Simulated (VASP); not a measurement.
# Al (P-3m1) in VASP: a series of runs

Runs on Al. Level: PBEsol. Tasks: single point, relaxation of cell and atoms.

All numbers are computed with VASP 6.6.1; they aren't measurements. Logs are shortened: lines on timing, memory, paths and dates and some standing lists are left out, and cuts for length are marked.

## (1) The cell of the first run

The structure is trigonal, space group P-3m1 (No. 164). Conventional cell: a = 2.832 Å, b = 2.832 Å, c = 25.794 Å, α = 90.00°, β = 90.00°, γ = 120.00°. Within 3.7 Å of Al (site symmetry 3m) lie 12 Al at 2.83 to 2.87 Å. Al (site symmetry 3m) has 12 Al at 2.83 to 2.87 Å within 3.7 Å. Al (site symmetry 3m) has 12 Al at 2.83 to 2.87 Å within 3.7 Å. Al (site symmetry 3m) has 12 Al at 2.83 to 2.85 Å within 3.7 Å. Al (site symmetry 3m) has 12 Al at 2.83 to 2.87 Å within 3.7 Å. Within 3.7 Å of Al (site symmetry -3m) lie 12 Al at 2.83 to 2.85 Å.

## (2) Single point, PBEsol

Input file INCAR:

```
SYSTEM = Al
PREC = Accurate
ENCUT = 520
EDIFF = 1E-6
ISMEAR = 0
SIGMA = 0.1
LREAL = .False.
LASPH = .True.
NELM = 100
ALGO = Normal
ISIF = 2
LWAVE = .False.
LCHARG = .False.
GGA = PS
NBANDS = 28
```

Input file KPOINTS:

```
Automatic mesh
0
Gamma
  18 18 2
  0 0 0
```

Input file POSCAR:

```
Al
1.0
    2.8316841497      0.0000000000      0.0000000000
   -1.4158420748      2.4523104091      0.0000000000
    0.0000000000      0.0000000000     25.7944689330
Al
11
Direct
    0.0000000000      0.0000000000     -0.0000009204
    0.3333333333      0.6666666667      0.0912210491
    0.0000000000      0.0000000000      0.1825255342
    0.3333333333      0.6666666667      0.2731923391
    0.6666666667      0.3333333333      0.3631712973
    0.0000000000      0.0000000000      0.4538381022
    0.6666666667      0.3333333333      0.5451425872
    0.0000000000      0.0000000000      0.6363645567
    0.6666666667      0.3333333333      0.7275980149
    0.0000000000      0.0000000000      0.8181818182
    0.3333333333      0.6666666667      0.9087656215
```

Potentials or basis: VASP PAW PBE potentials, release 64 (Al).

The run is started by

```bash
$ cat potpaw_PBE.64/Al/POTCAR > POTCAR
$ mpirun -np 1 vasp_std > vasp.out
```

OUTCAR:

```text
SYSTEM = Al
   PREC = Accurate
   ENCUT = 520
   EDIFF = 1E-6
   ISMEAR = 0
   LREAL = .False.
   LASPH = .True.
   NELM = 100
   ISIF = 2
   GGA = PS

 ion  position               nearest neighbor table
   1  0.000  0.000  1.000-   2 2.87   2 2.87   2 2.87  11 2.87  11 2.87  11 2.87
   2  0.333  0.667  0.091-   1 2.87   1 2.87   1 2.87   3 2.87   3 2.87   3 2.87
   3  0.000  0.000  0.183-   4 2.85   4 2.85   4 2.85   2 2.87   2 2.87   2 2.87
   4  0.333  0.667  0.273-   5 2.84   5 2.84   5 2.84   3 2.85   3 2.85   3 2.85
   5  0.667  0.333  0.363-   4 2.84   4 2.84   4 2.84   6 2.85   6 2.85   6 2.85
   6  0.000  0.000  0.454-   5 2.85   5 2.85   5 2.85   7 2.87   7 2.87   7 2.87
   7  0.667  0.333  0.545-   8 2.87   8 2.87   8 2.87   6 2.87   6 2.87   6 2.87
   8  0.000  0.000  0.636-   7 2.87   7 2.87   7 2.87   9 2.87   9 2.87   9 2.87
   9  0.667  0.333  0.728-  10 2.85  10 2.85  10 2.85   8 2.87   8 2.87   8 2.87
  10  0.000  0.000  0.818-   9 2.85  11 2.85  11 2.85   9 2.85   9 2.85  11 2.85
  11  0.333  0.667  0.909-  10 2.85  10 2.85  10 2.85   1 2.87   1 2.87   1 2.87

  LATTYP: Found a hexagonal cell.
 ALAT       =     2.8316841497
 C/A-ratio  =     9.1092323753

  Lattice vectors:

 A1 = (   2.8316841497,   0.0000000000,   0.0000000000)
 A2 = (  -1.4158420748,   2.4523104091,   0.0000000000)
 A3 = (   0.0000000000,   0.0000000000,  25.7944689330)

Analysis of symmetry for initial positions (statically):
=====================================================================
 Subroutine PRICEL returns:
 Original cell was already a primitive cell.

 Routine SETGRP: Setting up the symmetry group for a
 hexagonal supercell.

 Subroutine GETGRP returns: Found 12 space group operations
 (whereof  6 operations were pure point group operations)
 out of a pool of 24 trial point group operations.

The static configuration has the point symmetry C_3v.
 The point group associated with its full space group is D_3d.

Analysis of symmetry for dynamics (positions and initial velocities):
=====================================================================
 Subroutine PRICEL returns:
 Original cell was already a primitive cell.

 Routine SETGRP: Setting up the symmetry group for a
 hexagonal supercell.

 Subroutine GETGRP returns: Found 12 space group operations
 (whereof  6 operations were pure point group operations)
 out of a pool of 24 trial point group operations.

The dynamic configuration has the point symmetry C_3v.
 The point group associated with its full space group is D_3d.

 Subroutine INISYM returns: Found 12 space group operations
 (whereof  6 operations are pure point group operations),
 and found     1 'primitive' translations

----------------------------------------------------------------------------------------

                                     Primitive cell

  volume of cell :     179.1211

  direct lattice vectors                    reciprocal lattice vectors
     2.831684150  0.000000000  0.000000000     0.353146731  0.203889360  0.000000000
    -1.415842075  2.452310409  0.000000000     0.000000000  0.407778720  0.000000000
     0.000000000  0.000000000 25.794468933     0.000000000  0.000000000  0.038768001

  length of vectors
     2.831684150  2.831684150 25.794468933     0.407778720  0.407778720  0.038768001

  position of ions in fractional coordinates (direct lattice)
     0.000000000  0.000000000  0.999999080
     0.333333333  0.666666667  0.091221049
     0.000000000  0.000000000  0.182525534
     0.333333333  0.666666667  0.273192339
     0.666666667  0.333333333  0.363171297
     0.000000000  0.000000000  0.453838102
     0.666666667  0.333333333  0.545142587
     0.000000000  0.000000000  0.636364557
     0.666666667  0.333333333  0.727598015
     0.000000000  0.000000000  0.818181818
     0.333333333  0.666666667  0.908765622

  ion indices of the primitive-cell ions
   primitive index   ion index
                 1           1
                 2           2
                 3           3
                 4           4
                 5           5
                 6           6
                 7           7
                 8           8
                 9           9
                10          10
                11          11

----------------------------------------------------------------------------------------

 KPOINTS: Automatic mesh

Automatic generation of k-mesh.
 Grid dimensions read from file:
 generate k-points for:   18   18    2

 Generating k-lattice:

  Cartesian coordinates                     Fractional coordinates (reciprocal lattice)
     0.019619263  0.011327187  0.000000000     0.055555556  0.000000000  0.000000000
     0.000000000  0.022654373  0.000000000     0.000000000  0.055555556  0.000000000
     0.000000000  0.000000000  0.019384001     0.000000000  0.000000000  0.500000000

  Length of vectors
     0.022654373  0.022654373  0.019384001

  Shift w.r.t. Gamma in fractional coordinates (k-lattice)
     0.000000000  0.000000000  0.000000000

 Subroutine IBZKPT returns following result:
 ===========================================

 Found     74 irreducible k-points:

 Following reciprocal coordinates:
            Coordinates               Weight
  0.000000  0.000000  0.000000      1.000000
  0.055556  0.000000  0.000000      6.000000
  0.111111  0.000000  0.000000      6.000000
  0.166667  0.000000  0.000000      6.000000
  0.222222  0.000000  0.000000      6.000000
  0.277778  0.000000  0.000000      6.000000
[... 16 lines left out ...]
  0.333333  0.111111  0.000000     12.000000
  0.388889  0.111111  0.000000     12.000000
 [... further k-points ...]
   k-points           NKPTS =     74   k-points in BZ     NKDIM =     74   number of bands    NBANDS=     28
   number of dos      NEDOS =    301   number of ions     NIONS =     11
   total plane-waves  NPLWV = 110592
   dimension x,y,z NGX =    24 NGY =   24 NGZ =  192
   dimension x,y,z NGXF=    48 NGYF=   48 NGZF=  384
   ions per type =              11
   NGX,Y,Z   is equivalent  to a cutoff of  14.09, 14.09, 12.37 a.u.
   NGXF,Y,Z  is equivalent  to a cutoff of  28.18, 28.18, 24.75 a.u.
 SYSTEM =  Al
   PREC   = accura    normal or accurate (medium, high low for compatibility)
   ISTART =      0    job   : 0-new  1-cont  2-samecut
   ICHARG =      2    charge: 1-file 2-atom 10-const
   ISPIN  =      1    spin polarized calculation?
   LNONCOLLINEAR =      F non collinear calculations
   LSORBIT =      F    spin-orbit coupling
   LASPH  =      T    aspherical Exc in radial PAW
   ENCUT  =  520.0 eV  38.22 Ry    6.18 a.u.   5.27  5.27 47.96*2*pi/ulx,y,z
   NELM   =    100;   NELMIN=  2; NELMDL= -5     # of ELM steps
   EDIFF  = 0.1E-05   stopping-criterion for ELM
   LREAL  =      F    real-space projection
   EDIFFG = 0.1E-04   stopping-criterion for IOM
   NSW    =      0    number of steps for IOM
   IBRION =     -1    ionic relax: 0-MD 1-quasi-New 2-CG
   NFREE  =      0    steps in history (QN), initial steepest desc. (CG)
   ISIF   =      2    stress and relaxation
   ISYM   =      2    0-nonsym 1-usesym 2-fastsym
   POTIM  = 0.5000    time-step for ionic-motion
   TEBEG  =    0.0;   TEEND  =   0.0 temperature during run
   PSTRESS=    0.0 pullay stress
   NELECT =      33.0000    total number of electrons
   NUPDOWN=      -1.0000    fix difference up-down
   EMIN   =  10.00;   EMAX   =-10.00  energy-range for DOS
   EFERMI =   0.00;   METHOD = LEGACY
   ISMEAR =     0;   SIGMA  =   0.10  broadening in eV -4-tet -1-fermi 0-gaus
   EFERMI_NEDOS =   21; number of points for ismear=-14 and -15
   IALGO  =     38    algorithm
   IMIX   =      4    mixing-type and parameters
     AMIX     =   0.40;   BMIX     =  1.00
     AMIX_MAG =   1.60;   BMIX_MAG =  1.00
  volume/ion in A,a.u.               =      16.28       109.89
  Fermi-wavevector in a.u.,A,eV,Ry     =   0.931531  1.760338 11.806449  0.867750
  Thomas-Fermi vector in A             =   2.058034
   LORBIT       =      0    0 simple, 1 ext, 2 COOP (PROOUT), +10 PAW based schemes
   GGA     = PS    functional components
   LHFCALC =     F    Hartree Fock is set to
   AEXX    =    0.0000 exact exchange contribution
   IVDW    =     0    specifies the selected vdW correction
   LEPSILON=     F    determine dielectric tensor
   LRPA    =     F    only Hartree local field effects (RPA)
 non-spin polarized calculation
 Gauss-broadening in eV      SIGMA  =   0.10
  energy-cutoff  :      520.00
  volume of cell :      179.12
 maximum number of plane-waves:      4860
 NGX is ok and might be reduce to    24
   NGX = 11   NGY = 11   NGZ = 95

 number of electron      33.0000000 magnetization

 Free energy of the ion-electron system (eV)
  ---------------------------------------------------
  ext. energy  EPLUGINS =         0.00000000
  ---------------------------------------------------
  free energy    TOTEN  =       -44.77089917 eV

  energy without entropy =      -44.74823291  energy(sigma->0) =      -44.75956604

 E-fermi :   8.0418     XC(G=0): -10.3058

 val. band max:        8.0362749529   @ k =   0.2778   0.1111   0.0000
 cond. band min:       8.0487485743   @ k =   0.3333   0.2778   0.5000
 fundamental gap:      0.0124736214
 Fermi energy:         8.0418449274

 k-point     1 :       0.0000    0.0000    0.0000
  band No.  band energies     occupation
      1      -3.1360      2.00000
      2      -2.9292      2.00000
      3      -2.8970      2.00000
      4      -2.2534      2.00000
      5      -2.2428      2.00000
      6      -1.1489      2.00000
[... 20 lines left out ...]
     27      19.2962      0.00000
     28      19.3230      0.00000

 k-point     2 :       0.0556    0.0000    0.0000
  band No.  band energies     occupation
      1      -3.0601      2.00000
      2      -2.8534      2.00000
      3      -2.8212      2.00000
      4      -2.1779      2.00000
      5      -2.1674      2.00000
      6      -1.0741      2.00000
[... 20 lines left out ...]
     27      18.2295      0.00000
     28      18.2339      0.00000

 k-point     3 :       0.1111    0.0000    0.0000
  band No.  band energies     occupation
      1      -2.8326      2.00000
      2      -2.6262      2.00000
      3      -2.5941      2.00000
      4      -1.9518      2.00000
      5      -1.9413      2.00000
      6      -0.8497      2.00000
[... 20 lines left out ...]
     27      17.0664      0.00000
     28      17.2675      0.00000

 k-point     4 :       0.1667    0.0000    0.0000
  band No.  band energies     occupation
      1      -2.4543      2.00000
      2      -2.2484      2.00000
      3      -2.2164      2.00000
      4      -1.5758      2.00000
      5      -1.5654      2.00000
      6      -0.4768      2.00000
[... 20 lines left out ...]
     27      16.2130      0.00000
     28      16.2258      0.00000

 k-point     5 :       0.2222    0.0000    0.0000
  band No.  band energies     occupation
      1      -1.9263      2.00000
      2      -1.7213      2.00000
      3      -1.6893      2.00000
      4      -1.0512      2.00000
      5      -1.0408      2.00000
      6       0.0436      2.00000
[... 20 lines left out ...]
     27      14.9532      0.00000
     28      15.0665      0.00000

 k-point     6 :       0.2778    0.0000    0.0000
  band No.  band energies     occupation
      1      -1.2506      2.00000
      2      -1.0466      2.00000
      3      -1.0147      2.00000
      4      -0.3798      2.00000
      5      -0.3695      2.00000
      6       0.7093      2.00000
[... 463 lines left out ...]
      5      -0.1465      2.00000
      6       0.9304      2.00000
[... 20 lines left out ...]
     27      12.3423      0.00000
     28      12.4452      0.00000

 k-point    22 :       0.2778    0.1111    0.0000
  band No.  band energies     occupation
      1      -0.2062      2.00000
      2      -0.0038      2.00000
      3       0.0278      2.00000
      4       0.6577      2.00000
      5       0.6677      2.00000
      6       1.7368      2.00000
[... 20 lines left out ...]
     27      11.9028      0.00000
     28      12.1194      0.00000

 k-point    23 :       0.3333    0.1111    0.0000
  band No.  band energies     occupation
      1       0.7560      2.00000
      2       0.9570      2.00000
      3       0.9880      2.00000
      4       1.6127      2.00000
      5       1.6223      2.00000
      6       2.6795      2.00000
[... 20 lines left out ...]
     27      11.5328      0.00000
     28      11.5964      0.00000

 k-point    24 :       0.3889    0.1111    0.0000
  band No.  band energies     occupation
      1       1.8566      2.00000
      2       2.0556      2.00000
      3       2.0853      2.00000
      4       2.7018      2.00000
      5       2.7102      2.00000
      6       3.7375      2.00000
[... 20 lines left out ...]
     27      11.2442      0.00000
     28      11.5706      0.00000

 [... further k-points ...]
[... 5 lines left out ...]
  --------------------------------------------------------------------------------------
  -------------------------------------------------------------------------------------
  Total        0.0724874      0.0724874      0.0783069      0.0000000      0.0000000      0.0000000
  in kB        0.6483754      0.6483754      0.7004281      0.0000000      0.0000000      0.0000000
  external PRESSURE =       0.6657263 kB  Pullay stress =       0.0000000 kB

 VOLUME and BASIS-vectors are now :
 -----------------------------------------------------------------------------
  energy-cutoff  :      520.00
  volume of cell :      179.12
      direct lattice vectors                 reciprocal lattice vectors
     2.831684150  0.000000000  0.000000000     0.353146731  0.203889360  0.000000000
    -1.415842075  2.452310409  0.000000000     0.000000000  0.407778720  0.000000000
     0.000000000  0.000000000 25.794468933     0.000000000  0.000000000  0.038768001

 POSITION                                       TOTAL-FORCE (eV/Angst)
 -----------------------------------------------------------------------------------
      0.00000      0.00000     25.79445         0.000000     -0.000000      0.000056
     -0.00000      1.63487      2.35300        -0.000000      0.000000      0.000273
      0.00000      0.00000      4.70815         0.000000     -0.000000     -0.000589
     -0.00000      1.63487      7.04685         0.000000      0.000000     -0.000345
      1.41584      0.81744      9.36781        -0.000000      0.000000      0.000345
      0.00000      0.00000     11.70651         0.000000     -0.000000      0.000589
      1.41584      0.81744     14.06166         0.000000     -0.000000     -0.000273
      0.00000      0.00000     16.41469        -0.000000     -0.000000     -0.000056
      1.41584      0.81744     18.76800         0.000000      0.000000     -0.000047
      0.00000      0.00000     21.10457        -0.000000     -0.000000      0.000000
     -0.00000      1.63487     23.44113        -0.000000     -0.000000      0.000047
 -----------------------------------------------------------------------------------
    total drift:                               -0.000000     -0.000000     -0.000011

  FREE ENERGIE OF THE ION-ELECTRON SYSTEM (eV)
  ---------------------------------------------------
  free  energy   TOTEN  =       -44.7708991668 eV

  energy  without entropy=      -44.7482329120  energy(sigma->0) =      -44.75956604
```

Run time: 6.4 min. Hardware: 1 thread of Intel Xeon Platinum 8375C at 2.90GHz (Ice Lake), shared host; peak memory 0.46 GiB.

What came out:

```yaml
Free_energy: -44.7709 eV
Pressure: 0.1 GPa
```

Caveat: the PAW data sets were made with another functional, which shifts forces and pressure a little.

(Part 1 of 2 ends here.)
